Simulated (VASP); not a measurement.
A run of VASP 6.6.1:

File INCAR:

```
PREC     = Accurate       # precision mode
ENCUT    = 520            # plane-wave cutoff, eV
EDIFF    = 1E-6           # SCF threshold, eV
ISMEAR   = 0              # smearing method
SIGMA    = 0.02           # smearing width, eV
LREAL    = Auto         
LASPH    = T              # aspherical terms in the spheres
NELM     = 60             # most SCF steps
ALGO     = Normal         # electronic algorithm
ISIF     = 2              # what is computed and relaxed
LWAVE    = F              # write WAVECAR
LCHARG   = F              # write CHGCAR
GGA      = PE             # functional
IBRION   = 2              # ionic algorithm
NSW      = 80             # ionic steps
EDIFFG   = -0.03          # ionic threshold
NELECT   = 66.0
```

Contents of KPOINTS:

```
Automatic mesh
0
Gamma
  2 2 2
```

File POSCAR:

```
LiSi16
1.0
    0.0000000000      5.4300000000      5.4300000000
    5.4300000000      0.0000000000      5.4300000000
    5.4300000000      5.4300000000      0.0000000000
Si Li
16 1
Direct
    0.0000000000      0.0000000000      0.0000000000
    0.1250000000      0.1250000000      0.1250000000
    0.0000000000      0.0000000000      0.5000000000
    0.1250000000      0.1250000000      0.6250000000
    0.0000000000      0.5000000000      0.0000000000
    0.1250000000      0.6250000000      0.1250000000
    0.0000000000      0.5000000000      0.5000000000
    0.1250000000      0.6250000000      0.6250000000
    0.5000000000      0.0000000000      0.0000000000
    0.6250000000      0.1250000000      0.1250000000
    0.5000000000      0.0000000000      0.5000000000
    0.6250000000      0.1250000000      0.6250000000
    0.5000000000      0.5000000000      0.0000000000
    0.6250000000      0.6250000000      0.1250000000
    0.5000000000      0.5000000000      0.5000000000
    0.6250000000      0.6250000000      0.6250000000
    0.3813057200      0.3731494500      0.3797301400
```

Potentials or basis: VASP PAW PBE potentials, release 64 (Si, Li_sv).

The run is started by

```bash
$ cat potpaw_PBE.64/Si/POTCAR potpaw_PBE.64/Li_sv/POTCAR > POTCAR
$ mpirun -np 1 vasp_std > vasp.out
```

Hardware: 1 thread of Intel(R) Xeon(R) Platinum 8488C (Sapphire Rapids), with other jobs on the host.

How long does it take, and how much memory?

Run time: 9.6 min on 1 thread of Intel(R) Xeon(R) Platinum 8488C (Sapphire Rapids), on a shared host, peak memory 0.54 GiB. Counts: scf iterations 47, k points 8, ion steps 8.
